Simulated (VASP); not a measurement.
Here is a VASP 6.6.1 calculation.

Contents of INCAR:

```
ALGO = Normal
EDIFF = 1E-7
ENCUT = 520
GGA = CA
ISIF = 2
ISMEAR = -1
LASPH = True
LCHARG = False
LREAL = False
LWAVE = False
NBANDS = 16
NELM = 100
PREC = Accurate
SIGMA = 0.1
```

Contents of KPOINTS:

```
k-points
0
Gamma
  25 25 13
```

Contents of POSCAR:

```
Co
1.0
    2.3995686430      0.0000000000      0.0000000000
   -1.1997843215      2.0780874030      0.0000000000
    0.0000000000      0.0000000000      3.8656883379
Co
2
Direct
    0.3333333333      0.6666666667      0.2500000000
    0.6666666667      0.3333333333      0.7500000000
```

Potentials or basis: VASP PAW LDA potentials, release 64 (Co).

The run is started by

```sh
$ cat potpaw_LDA.64/Co/POTCAR > POTCAR
$ mpirun -np 1 vasp_std > vasp.out
```

Estimate the pressure.

-0.9 GPa.

Predict the band gap on the k mesh.

zero (bands 9 and 10 overlap by 1.72 eV).

Stress tensor (GPa, compression positive):
```
-0.87  0.00  0.00
 0.00 -0.87  0.00
 0.00  0.00 -0.97
```

Caveat: the run has no spin polarisation, though such a crystal can be magnetic. Spin polarisation is off, so any magnetic state and its effect on volume and gap are missing.
